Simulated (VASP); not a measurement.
Wanted: the native input for a VASP 6.6.1 run.

```
Task                   : single point
Functional             : PBE
Potentials or basis    : VASP PAW PBE potentials, release 64 (Ti_sv, O)
Cutoff                 : 520 eV
k mesh                 : 6 × 6 × 6
Occupations            : gaussian, width 0.05 eV
Spin                   : no spin polarisation
Hubbard terms          : Ti d U = 4.0 eV
Dipole correction      : no
Further INCAR settings : ALGO = Normal; EDIFF = 1e-07; NBANDS = 33
```

The structure of TiO2 lies in POSCAR:

```
TiO2
1.0
    2.7277841265     -2.7278599281     -0.0203548313
    2.7277841265      2.7278599281     -0.0203548313
   -2.6907787541      0.0000000000      4.9617445611
Ti O
2 4
Direct
    0.1250069486      0.8749930514      0.2500000000
    0.8749930514      0.1250069486      0.7500000000
    0.3332902468      0.0833135221      0.6665902155
    0.6667097532      0.9166864779      0.3334097845
    0.9166864779      0.6667097532      0.8334097845
    0.0833135221      0.3332902468      0.1665902155
```

This cell differs from its parent crystal: atoms shifted along a free coordinate.

One way to write it, as run:

INCAR

```
SYSTEM = TiO2
ALGO     = Normal         ! electronic algorithm
EDIFF    = 1E-7           ! SCF threshold, eV
ENCUT    = 520            ! plane-wave cutoff, eV
GGA      = PE             ! functional
ISIF     = 2              ! what is computed and relaxed
ISMEAR   = 0              ! smearing method
LASPH    = .TRUE.         ! aspherical terms in the spheres
LCHARG   = .FALSE.        ! write CHGCAR
LDAU     = .TRUE.         ! DFT+U
LDAUJ    = 0 0          
LDAUL    = 2 -1           ! shell
LDAUPRINT= 1            
LDAUTYPE = 2            
LDAUU    = 4 0            ! U, eV
LMAXMIX  = 4              ! l up to which the mixer works
LREAL    = .FALSE.        ! projectors in reciprocal space
LWAVE    = .FALSE.        ! write WAVECAR
NBANDS   = 33             ! bands
NELM     = 150            ! most SCF steps
PREC     = Accurate       ! precision mode
SIGMA    = 0.05           ! smearing width, eV
```

KPOINTS

```
k-points
0
G
  6 6 6
  0 0 0
```

Potentials or basis: VASP PAW PBE potentials, release 64 (Ti_sv, O).

Run with:

```bash
$ cat potpaw_PBE.64/Ti_sv/POTCAR potpaw_PBE.64/O/POTCAR > POTCAR
$ mpirun -np 1 vasp_std > vasp.out
```

It gave:

```yaml
Pressure: -3.4 GPa
Largest_force: 0.411 eV/Å
Band_gap_on_the_k_mesh: 2.50 eV (least direct gap 2.84 eV)
```

Caveat: the cell differs from its parent crystal (atoms shifted along a free coordinate); the stress differs along the axes, from -7 to -2 GPa.

Wall time 84 s on 1 thread of Intel(R) Xeon(R) 6975P-C (Granite Rapids) (shared host), peak memory 0.26 GiB.
